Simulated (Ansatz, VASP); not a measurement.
## Two plane-wave programs on BAs

```
CELL_PARAMETERS angstrom
0.00000 2.38850 2.38850
2.43627 0.00000 2.38850
2.43627 2.38850 0.00000
ATOMIC_POSITIONS crystal
B 0.00000 0.00000 0.00000
As 0.75000 0.75000 0.75000
```

Change from the starting cell: strain +0.0200 x Voigt [1, 0, 0, 0, 0, 0], atoms carried along.

Alike in both runs: task single point; functional r2SCAN; k mesh 10 × 10 × 10; occupations gaussian, width 0.05 eV; no spin polarisation.

|  | VASP | Ansatz |
| --- | --- | --- |
| version | VASP 6.6.1 | Ansatz 0.2.0 |
| potentials or method | VASP PAW PBE potentials, release 64 (B, As), cutoff 520 eV | scalar-relativistic, plane waves, PAW |
| valence electrons in the cell | 8 | 18 |

|  | VASP | Ansatz | Ansatz less VASP |
| --- | --- | --- | --- |
| gap on the k mesh at the Fermi level (eV) | 1.23 | 1.23 | 0.000 |
| least direct gap on the mesh (eV) | 3.31 | 3.31 | -0.004 |
| pressure (GPa) | -1.9 | -2.1 | -0.21 |
| traceless stress, the component that is largest in VASP (GPa) | -2.98 | -2.98 | -0.004 |

VASP's potentials were made for PBE, not for r2SCAN. VASP's potentials hold 8 valence electrons a cell and Ansatz's 18, so a difference there can come from the potentials and not from the codes.
